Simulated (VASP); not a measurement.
Here is a VASP 6.6.1 calculation.

Contents of POSCAR:

```
ZnS
1.0
    0.0000000000      2.8260960402      2.8260960402
    2.8260960402      0.0000000000      2.8260960402
    2.8260960402      2.8260960402      0.0000000000
Zn S
1 1
Direct
    0.0000000000      0.0000000000      0.0000000000
    0.2500000000      0.2500000000      0.2500000000
```

The input INCAR.step1:

```
SYSTEM = ZnS
  PREC = Accurate
  ENCUT = 520
  ISMEAR = 0
  SIGMA = 0.01
  LREAL = .False.
  LASPH = .True.
  NELM = 80
  NBANDS = 16
  GGA = PE
  ALGO = Normal
  EDIFF = 1E-4
  LWAVE = .True.
  LCHARG = .False.
```

Contents of INCAR.step2:

```
SYSTEM = ZnS
  PREC = Accurate
  ENCUT = 520
  EDIFF = 1E-6
  ISMEAR = 0
  SIGMA = 0.01
  LREAL = .False.
  LASPH = .True.
  NELM = 80
  ALGO = Normal
  ISIF = 2
  LWAVE = .False.
  LCHARG = .False.
  METAGGA = R2SCAN
  LMIXTAU = .True.
  NBANDS = 16
  ISTART = 1
```

File KPOINTS:

```
regular mesh
0
Gamma
  8 8 8
  0 0 0
```

Potentials or basis: VASP PAW PBE potentials, release 64 (Zn, S).

Command:

```console
$ cat potpaw_PBE.64/Zn/POTCAR potpaw_PBE.64/S/POTCAR > POTCAR
$ cp INCAR.step1 INCAR
$ mpirun -np 1 vasp_std > vasp.out
$ cp INCAR.step2 INCAR
$ mpirun -np 1 vasp_std > vasp.out
```

(1) Estimate the pressure.

(2) Estimate the band gap on the k mesh.

Answers

(1) -8.2 GPa.

(2) 2.07 eV.

Caveat: the cell differs from its parent crystal (strain +4.9%); the cell stands under tension; the PAW data sets were made with another functional, which shifts forces and pressure a little.
